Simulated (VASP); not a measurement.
# Bi (R-3m) in VASP: notebook, part 3 of 3

VASP 6.6.1. The steps go on from the part before.

## Step 5: Electric field gradients, PBE (zz strain of -3 %)

The input, INCAR:

```
ALGO = Normal
EDIFF = 1E-8
ENCUT = 400
GGA = PE
GGA_COMPAT = F
ISIF = 2
ISMEAR = -1
LASPH = T
LCHARG = F
LEFG = T
LREAL = F
LWAVE = F
NBANDS = 22
NELM = 120
PREC = Accurate
SIGMA = 0.03
```

The input, KPOINTS:

```
k-points
0
Gamma
  11 11 11
```

The input, POSCAR:

```
Bi
1.0
    2.2729996784      1.3123169762      3.8353800000
   -2.2729996784      1.3123169762      3.8353800000
    0.0000000000     -2.6246339523      3.8353800000
Bi
2
Direct
    0.2338900000      0.2338900000      0.2338900000
    0.7661100000      0.7661100000      0.7661100000
```

Potentials or basis: VASP PAW PBE potentials, release 64 (Bi_d).

On the command line:

```console
> cat potpaw_PBE.64/Bi_d/POTCAR > POTCAR
> mpirun -np 1 vasp_std > vasp.out
```

OUTCAR:

```text
EDIFF = 1E-8
   ENCUT = 400
   GGA = PE
   ISIF = 2
   ISMEAR = -1
   LASPH = T
   LREAL = F
   NELM = 120
   PREC = Accurate

 ion  position               nearest neighbor table
   1  0.234  0.234  0.234-   2 3.05   2 3.05   2 3.05   2 3.48   2 3.48   2 3.48
   2  0.766  0.766  0.766-   1 3.05   1 3.05   1 3.05   1 3.48   1 3.48   1 3.48

  LATTYP: Found a trigonal (rhomboedric) cell.
 ALAT       =     4.6474555542
 COS(alpha) =     0.5215921976

  Lattice vectors:

 A1 = (   2.2729996784,   1.3123169762,   3.8353800000)
 A2 = (  -2.2729996784,   1.3123169762,   3.8353800000)
 A3 = (   0.0000000000,  -2.6246339523,   3.8353800000)

Analysis of symmetry for initial positions (statically):
=====================================================================
 Subroutine PRICEL returns:
 Original cell was already a primitive cell.

 Routine SETGRP: Setting up the symmetry group for a
 trigonal (rhombohedral) supercell.

 Subroutine GETGRP returns: Found 12 space group operations
 (whereof 12 operations were pure point group operations)
 out of a pool of 12 trial point group operations.

The static configuration has the point symmetry D_3d.

Analysis of symmetry for dynamics (positions and initial velocities):
=====================================================================
 Subroutine PRICEL returns:
 Original cell was already a primitive cell.

 Routine SETGRP: Setting up the symmetry group for a
 trigonal (rhombohedral) supercell.

 Subroutine GETGRP returns: Found 12 space group operations
 (whereof 12 operations were pure point group operations)
 out of a pool of 12 trial point group operations.

The dynamic configuration has the point symmetry D_3d.

 Subroutine INISYM returns: Found 12 space group operations
 (whereof 12 operations are pure point group operations),
 and found     1 'primitive' translations

----------------------------------------------------------------------------------------

                                     Primitive cell

  volume of cell :      68.6432

  direct lattice vectors                    reciprocal lattice vectors
     2.272999678  1.312316976  3.835380000     0.219973634  0.127001837  0.086910119
    -2.272999678  1.312316976  3.835380000    -0.219973634  0.127001837  0.086910119
     0.000000000 -2.624633952  3.835380000     0.000000000 -0.254003674  0.086910119

  length of vectors
     4.647455554  4.647455554  4.647455554     0.268460863  0.268460863  0.268460863

  position of ions in fractional coordinates (direct lattice)
     0.233890000  0.233890000  0.233890000
     0.766110000  0.766110000  0.766110000

  ion indices of the primitive-cell ions
   primitive index   ion index
                 1           1
                 2           2

----------------------------------------------------------------------------------------

 KPOINTS: k-points

Automatic generation of k-mesh.
 Grid dimensions read from file:
 generate k-points for:   11   11   11

 Generating k-lattice:

  Cartesian coordinates                     Fractional coordinates (reciprocal lattice)
[... 66 lines left out ...]
   ISIF   =      2    stress and relaxation
   ISYM   =      2    0-nonsym 1-usesym 2-fastsym
   POTIM  = 0.5000    time-step for ionic-motion
   TEBEG  =    0.0;   TEEND  =   0.0 temperature during run
   PSTRESS=    0.0 pullay stress
   NELECT =      30.0000    total number of electrons
   NUPDOWN=      -1.0000    fix difference up-down
   EMIN   =  10.00;   EMAX   =-10.00  energy-range for DOS
   EFERMI =   0.00;   METHOD = LEGACY
   ISMEAR =    -1;   SIGMA  =   0.03  broadening in eV -4-tet -1-fermi 0-gaus
   EFERMI_NEDOS =   21; number of points for ismear=-14 and -15
   IALGO  =     38    algorithm
   IMIX   =      4    mixing-type and parameters
     AMIX     =   0.40;   BMIX     =  1.00
     AMIX_MAG =   1.60;   BMIX_MAG =  1.00
  volume/ion in A,a.u.               =      34.32       231.61
  Fermi-wavevector in a.u.,A,eV,Ry     =   1.242365  2.347730 21.000206  1.543472
  Thomas-Fermi vector in A             =   2.376723
   LORBIT       =      0    0 simple, 1 ext, 2 COOP (PROOUT), +10 PAW based schemes
   GGA     = PE    functional components
   LHFCALC =     F    Hartree Fock is set to
   AEXX    =    0.0000 exact exchange contribution
   IVDW    =     0    specifies the selected vdW correction
   LEPSILON=     F    determine dielectric tensor
   LRPA    =     F    only Hartree local field effects (RPA)
 non-spin polarized calculation
  energy-cutoff  :      400.00
  volume of cell :       68.64
 maximum number of plane-waves:      1276
   NGX = 15   NGY = 15   NGZ = 15

 number of electron      30.0000004 magnetization

 Free energy of the ion-electron system (eV)
  ---------------------------------------------------
  ext. energy  EPLUGINS =         0.00000000
  ---------------------------------------------------
  free energy    TOTEN  =        -7.72359280 eV

  energy without entropy =       -7.72301085  energy(sigma->0) =       -7.72330182

 E-fermi :   6.5799     XC(G=0):  -9.6478

 val. band max:        6.5795733662   @ k =   0.2727   0.2727   0.1818
 cond. band min:       6.7880644207   @ k =   0.4545   0.0909   0.0909
 fundamental gap:      0.2084910545
 Fermi energy:         6.5798900300

 k-point     1 :       0.0000    0.0000    0.0000
  band No.  band energies     occupation
      1     -16.3509      2.00000
      2     -16.3509      2.00000
      3     -16.1915      2.00000
      4     -16.1915      2.00000
      5     -16.1670      2.00000
      6     -15.9919      2.00000
[... 589 lines left out ...]
     21      14.6618      0.00000
     22      14.9460      0.00000

 [... further k-points ...]

------------------------ aborting loop because EDIFF is reached ----------------------------------------

  FORCE on cell =-STRESS in cart. coord.  units (eV):
  Direction    XX          YY          ZZ          XY          YZ          ZX
  --------------------------------------------------------------------------------------
  -------------------------------------------------------------------------------------
  Total        1.2530674      1.2530674      1.5449287      0.0000000      0.0000000      0.0000000
  in kB       29.2473996     29.2473996     36.0596296      0.0000000      0.0000000      0.0000000
  external PRESSURE =      31.5181429 kB  Pullay stress =       0.0000000 kB

 VOLUME and BASIS-vectors are now :
 -----------------------------------------------------------------------------
  energy-cutoff  :      400.00
  volume of cell :       68.64
      direct lattice vectors                 reciprocal lattice vectors
     2.272999678  1.312316976  3.835380000     0.219973634  0.127001837  0.086910119
    -2.272999678  1.312316976  3.835380000    -0.219973634  0.127001837  0.086910119
     0.000000000 -2.624633952  3.835380000     0.000000000 -0.254003674  0.086910119

 POSITION                                       TOTAL-FORCE (eV/Angst)
 -----------------------------------------------------------------------------------
      0.00000      0.00000      2.69117         0.000000      0.000000      0.371931
      0.00000      0.00000      8.81497         0.000000     -0.000000     -0.371931
 -----------------------------------------------------------------------------------
    total drift:                                0.000000     -0.000000      0.000000

  FREE ENERGIE OF THE ION-ELECTRON SYSTEM (eV)
  ---------------------------------------------------
  free  energy   TOTEN  =        -7.7235927982 eV

  energy  without entropy=       -7.7230108488  energy(sigma->0) =       -7.72330182

 Electric field gradients (V/A^2)
---------------------------------------------------------------------
 ion       V_xx      V_yy      V_zz      V_xy      V_xz      V_yz
---------------------------------------------------------------------
   1      27.589    27.589   -55.177     0.000     0.000    -0.000
   2      27.589    27.589   -55.177     0.000     0.000    -0.000
---------------------------------------------------------------------

 Electric field gradients after diagonalization (V/A^2)
 (convention: |V_zz| > |V_xx| > |V_yy|)
----------------------------------------------------------------------
 ion       V_xx      V_yy      V_zz     asymmetry (V_yy - V_xx)/ V_zz
----------------------------------------------------------------------
   1      27.589    27.589   -55.177       0.000
   2      27.589    27.589   -55.177       0.000
----------------------------------------------------------------------

           NMR quadrupolar parameters

 Cq : quadrupolar parameter    Cq=e*Q*V_zz/h
 eta: asymmetry parameters     (V_yy - V_xx)/ V_zz
 Q  : nuclear electric quadrupole moment in mb (millibarn)
----------------------------------------------------------------------
 ion       Cq(MHz)       eta       Q (mb)
----------------------------------------------------------------------
   1      -0.133       0.000       1.000
   2      -0.133       0.000       1.000
----------------------------------------------------------------------
```

OSZICAR:

```text
N       E                     dE             d eps       ncg     rms          rms(c)
DAV:   1     0.285952027169E+03    0.28595E+03   -0.14206E+04  6458   0.140E+03
DAV:   2     0.160832657785E+02   -0.26987E+03   -0.26357E+03  6652   0.398E+02
DAV:   3    -0.695134699427E+01   -0.23035E+02   -0.22862E+02  7822   0.135E+02
DAV:   4    -0.770005921826E+01   -0.74871E+00   -0.74851E+00  8162   0.272E+01
DAV:   5    -0.772698515814E+01   -0.26926E-01   -0.26925E-01  9066   0.448E+00    0.107E+00
DAV:   6    -0.772385407056E+01    0.31311E-02   -0.14910E-02  8698   0.131E+00    0.638E-01
DAV:   7    -0.772338100854E+01    0.47306E-03   -0.10112E-02  8152   0.116E+00    0.107E-01
DAV:   8    -0.772357241125E+01   -0.19140E-03   -0.11277E-03  7630   0.373E-01    0.236E-02
DAV:   9    -0.772359364154E+01   -0.21230E-04   -0.48671E-05  9420   0.528E-02    0.871E-03
DAV:  10    -0.772359240559E+01    0.12359E-05   -0.72143E-06  7396   0.273E-02    0.175E-03
DAV:  11    -0.772359276561E+01   -0.36001E-06   -0.48516E-07  8346   0.534E-03    0.122E-03
DAV:  12    -0.772359274289E+01    0.22718E-07   -0.10696E-07  6544   0.232E-03    0.155E-04
DAV:  13    -0.772359277107E+01   -0.28184E-07   -0.65788E-09  5602   0.734E-04    0.761E-05
DAV:  14    -0.772359279872E+01   -0.27652E-07   -0.18868E-09  4316   0.416E-04    0.336E-05
DAV:  15    -0.772359279824E+01    0.48612E-09   -0.55246E-10  3998   0.255E-04
   1 F= -.77235928E+01 E0= -.77233018E+01  d E =-.581949E-03
```

It took 5.7 min on 1 thread of Intel Xeon 8259CL, shared host; peak memory 0.25 GiB.

What came out:

```
Free energy                             : -7.7236 eV
Pressure                                : 3.2 GPa
Largest force                           : 0.372 eV/Å
Band gap on the k mesh                  : zero (bands 15 and 16 overlap by 0.03 eV)
Largest electric field gradient by atom : Bi -55.2 V/Å²
```

Forces in eV/Å, atoms in the order of the input:
```
Bi   0.000  0.000  0.372
Bi   0.000  0.000 -0.372
```

Electric field gradients, principal values (V/Å²):
```
atom   least  middle  greatest (by size)
1 Bi  27.589  27.589             -55.177
2 Bi  27.589  27.589             -55.177
```

Caveat: the cell differs from its parent crystal (zz strain of -3 %); the cell stands under pressure; without QUAD_EFG the Cq values of the log hold for a quadrupole moment of 1 mb, not for the nuclei; spin-orbit coupling is left out, which moves the levels of the heavy elements.

## Step 6: Electric field gradients, PBE (zz strain of -1 %)

The input, INCAR:

```
ALGO     = Normal         # electronic algorithm
EDIFF    = 1E-8           # SCF threshold, eV
ENCUT    = 400            # plane-wave cutoff, eV
GGA      = PE             # functional
GGA_COMPAT= False        
ISIF     = 2              # what is computed and relaxed
ISMEAR   = -1             # smearing method
LASPH    = True           # aspherical terms in the spheres
LCHARG   = False          # write CHGCAR
LEFG     = True         
LREAL    = False          # projectors in reciprocal space
LWAVE    = False          # write WAVECAR
NBANDS   = 22             # bands
NELM     = 120            # most SCF steps
PREC     = Accurate       # precision mode
SIGMA    = 0.03           # smearing width, eV
```

KPOINTS is that of step 5.

The input, POSCAR:

```
Bi
1.0
    2.2729996784      1.3123169762      3.9144600000
   -2.2729996784      1.3123169762      3.9144600000
    0.0000000000     -2.6246339523      3.9144600000
Bi
2
Direct
    0.2338900000      0.2338900000      0.2338900000
    0.7661100000      0.7661100000      0.7661100000
```

Potentials or basis: VASP PAW PBE potentials, release 64 (Bi_d).

On the command line:

```console
> cat potpaw_PBE.64/Bi_d/POTCAR > POTCAR
> mpirun -np 1 vasp_std > vasp.out
```

OUTCAR:

```text
EDIFF = 1E-8
   ENCUT = 400
   GGA = PE
   ISIF = 2
   ISMEAR = -1
   LASPH = True
   LREAL = False
   NELM = 120
   PREC = Accurate

 ion  position               nearest neighbor table
   1  0.234  0.234  0.234-   2 3.06   2 3.06   2 3.06   2 3.51   2 3.51   2 3.51
   2  0.766  0.766  0.766-   1 3.06   1 3.06   1 3.06   1 3.51   1 3.51   1 3.51

  LATTYP: Found a trigonal (rhomboedric) cell.
 ALAT       =     4.7129290760
 COS(alpha) =     0.5347922557

  Lattice vectors:

 A1 = (   2.2729996784,   1.3123169762,   3.9144600000)
 A2 = (  -2.2729996784,   1.3123169762,   3.9144600000)
 A3 = (   0.0000000000,  -2.6246339523,   3.9144600000)

Analysis of symmetry for initial positions (statically):
=====================================================================
 Subroutine PRICEL returns:
 Original cell was already a primitive cell.

 Routine SETGRP: Setting up the symmetry group for a
 trigonal (rhombohedral) supercell.

[... 787 lines left out ...]
  volume of cell :       70.06
      direct lattice vectors                 reciprocal lattice vectors
     2.272999678  1.312316976  3.914460000     0.219973634  0.127001837  0.085154359
    -2.272999678  1.312316976  3.914460000    -0.219973634  0.127001837  0.085154359
     0.000000000 -2.624633952  3.914460000     0.000000000 -0.254003674  0.085154359

 POSITION                                       TOTAL-FORCE (eV/Angst)
 -----------------------------------------------------------------------------------
      0.00000      0.00000      2.74666         0.000000      0.000000      0.257935
      0.00000      0.00000      8.99672         0.000000     -0.000000     -0.257935
 -----------------------------------------------------------------------------------
    total drift:                               -0.000000     -0.000000      0.000000

  FREE ENERGIE OF THE ION-ELECTRON SYSTEM (eV)
  ---------------------------------------------------
  free  energy   TOTEN  =        -7.7508060839 eV

  energy  without entropy=       -7.7501886686  energy(sigma->0) =       -7.75049738

 Electric field gradients (V/A^2)
---------------------------------------------------------------------
 ion       V_xx      V_yy      V_zz      V_xy      V_xz      V_yz
---------------------------------------------------------------------
   1      20.501    20.501   -41.001     0.000    -0.000    -0.000
   2      20.501    20.501   -41.001     0.000    -0.000    -0.000
---------------------------------------------------------------------

 Electric field gradients after diagonalization (V/A^2)
 (convention: |V_zz| > |V_xx| > |V_yy|)
----------------------------------------------------------------------
 ion       V_xx      V_yy      V_zz     asymmetry (V_yy - V_xx)/ V_zz
----------------------------------------------------------------------
   1      20.501    20.501   -41.001       0.000
   2      20.501    20.501   -41.001       0.000
----------------------------------------------------------------------

           NMR quadrupolar parameters

 Cq : quadrupolar parameter    Cq=e*Q*V_zz/h
 eta: asymmetry parameters     (V_yy - V_xx)/ V_zz
 Q  : nuclear electric quadrupole moment in mb (millibarn)
----------------------------------------------------------------------
 ion       Cq(MHz)       eta       Q (mb)
----------------------------------------------------------------------
   1      -0.099       0.000       1.000
   2      -0.099       0.000       1.000
----------------------------------------------------------------------
```

stdout:

```text
POSCAR found type information on POSCAR Bi
 POSCAR found :  1 types and       2 ions
 scaLAPACK will be used
 LDA part: xc-table for (Slater+PW92), standard interpolation
 POSCAR, INCAR and KPOINTS ok, starting setup
 FFT: planning ... GRIDC
 FFT: planning ... GRID_SOFT
 FFT: planning ... GRID
 WAVECAR not read
 entering main loop
ion   1

ion   2
```

It took 4.3 min on 1 thread of Intel Xeon 8259CL, shared host; peak memory 0.25 GiB.

What came out:

```yaml
Free_energy: -7.7508 eV
Pressure: 2.1 GPa
Largest_force: 0.258 eV/Å
Band_gap_on_the_k_mesh: zero (bands 15 and 16 overlap by 0.04 eV)
Largest_electric_field_gradient_by_atom: Bi -41.0 V/Å²
```

Forces on the atoms (eV/Å):
```
Bi   0.000  0.000  0.258
Bi   0.000  0.000 -0.258
```

Stress tensor (GPa, compression positive):
```
2.05 0.00 0.00
0.00 2.05 0.00
0.00 0.00 2.35
```

Levels at points of the mesh, in eV from the Fermi level:
```csv
k point,band 11,band 12,band 13,band 14,band 15,band 16,band 17,band 18,band 19,band 20
"(0.00, 0.00, 0.00)",-13.09,-7.40,-1.39,-1.22,-1.22,2.53,3.02,3.02,5.73,5.79
```

Electric field gradients, principal values (V/Å²):
```csv
atom,least,middle,greatest (by size)
1 Bi,20.501,20.501,-41.001
2 Bi,20.501,20.501,-41.001
```

Caveat: the cell differs from its parent crystal (zz strain of -1 %); without QUAD_EFG the Cq values of the log hold for a quadrupole moment of 1 mb, not for the nuclei; spin-orbit coupling is left out, which moves the levels of the heavy elements.

## Step 7: The runs side by side

```csv
cell,cutoff (eV),gap on the mesh (eV),pressure (GPa),largest force (eV/Å)
"a = 4.649 Å, angles 57.2°, 2 atoms",520,none,5.3,0.51
"a = 4.682 Å, angles 57.2°, 2 atoms",520,none,4.0,0.40
"a = 4.714 Å, angles 57.2°, 2 atoms",520,none,2.8,0.30
"a = 4.647 Å, angles 58.6°, 2 atoms",400,none,3.2,0.37
"a = 4.713 Å, angles 57.7°, 2 atoms",400,none,2.1,0.26
```

Alike in all rows: task electric field gradients; level PBE; potentials or basis VASP PAW PBE potentials, release 64 (Bi_d); no spin polarisation; k mesh 11 × 11 × 11; smearing fermi-dirac 0.03 eV.

Caveats: spin-orbit coupling is left out, which moves the levels of the heavy elements; the cell stands under pressure (at least some runs).

Total energies depend on the potentials used, so only differences within one code and one set of settings carry meaning.

The gap in the log of VASP goes by the Fermi energy; the results here count the filled bands.